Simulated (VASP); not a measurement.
## Ir: single point with LDA

Crystal: Ir.

```xyz
1
Lattice="1.5349 1.5349 1.5349 -1.5349 1.5349 1.5349 -1.5349 -1.5349 1.5349" Properties=species:S:1:pos:R:3 pbc="T T T"
Ir    0.0000    0.0000    0.0000
```

* Program: VASP 6.6.1
* Task: single point
* Functional: LDA
* Potentials or basis: VASP PAW LDA potentials, release 64 (Ir)
* Cutoff: 500 eV
* k mesh: 10 × 10 × 10
* Occupations: fermi-dirac, width 0.05 eV
* Spin: no spin polarisation
* Dipole correction: no
* Further INCAR settings: ALGO = Normal; EDIFF = 1e-06; NBANDS = 10

| Quantity | Value |
| --- | --- |
| Pressure | -1.3 GPa |

Levels at points of the mesh, in eV from the Fermi level:
```csv
k point,band 3,band 4,band 5,band 6,band 7,band 8
"(0.00, 0.00, 0.00)",-3.66,-3.66,-0.54,-0.54,16.93,16.93
"(0.50, 0.00, 0.00)",-0.73,-0.05,-0.04,2.26,8.04,13.06
"(0.50, 0.50, 0.50)",1.54,1.54,1.54,7.94,7.94,7.94
```

It took 4 s on 1 thread of Intel(R) Xeon(R) Platinum 8559C (Emerald Rapids) (shared host), peak memory 0.12 GiB.

Caveat: spin-orbit coupling is left out, which moves the levels of the heavy elements.
